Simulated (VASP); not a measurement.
A run of VASP 6.6.1 is set up as follows.

File POSCAR:

```
Sn
1.0
   -1.7265390000      1.7755470000      2.2214249000
    1.7265390000     -1.7755470000      2.2214249000
    1.7265390000      1.7755470000     -2.2214249000
Sn
1
Direct
    0.0000000000      0.0000000000      0.0000000000
```

INCAR.step1

```
SYSTEM = Sn
ALGO = Normal
EDIFF = 1E-4
ENCUT = 520
GGA = PE
ISMEAR = 0
LASPH = .True.
LCHARG = .False.
LREAL = .False.
LWAVE = .True.
NBANDS = 13
NELM = 100
PREC = Accurate
SIGMA = 0.15
```

File INCAR.step2:

```
SYSTEM = Sn
ALGO = Normal
EDIFF = 1E-6
ENCUT = 520
ISIF = 2
ISMEAR = 0
ISTART = 1
LASPH = .True.
LCHARG = .False.
LMIXTAU = .True.
LREAL = .False.
LWAVE = .False.
METAGGA = R2SCAN
NBANDS = 13
NELM = 100
PREC = Accurate
SIGMA = 0.15
```

KPOINTS

```
k-points
0
Gamma
  20 20 20
  0 0 0
```

Potentials or basis: VASP PAW PBE potentials, release 64 (Sn_d).

Run with:

```bash
$ cat potpaw_PBE.64/Sn_d/POTCAR > POTCAR
$ cp INCAR.step1 INCAR
$ mpirun -np 1 vasp_std > vasp.out
$ cp INCAR.step2 INCAR
$ mpirun -np 1 vasp_std > vasp.out
```

(1) What does it give for the pressure?

(2) What does it give for the band gap on the k mesh?

## Answers

(1) 0.1 GPa.

(2) zero (band 7 reaches 16.05 eV, above the bottom of band 8 at 5.80 eV).

Caveat: the cell differs from its parent crystal (strain +0.000 along x and y, -0.050 along z); the PAW data sets were made with another functional, which shifts forces and pressure a little; spin-orbit coupling is left out, which moves the levels of the heavy elements.
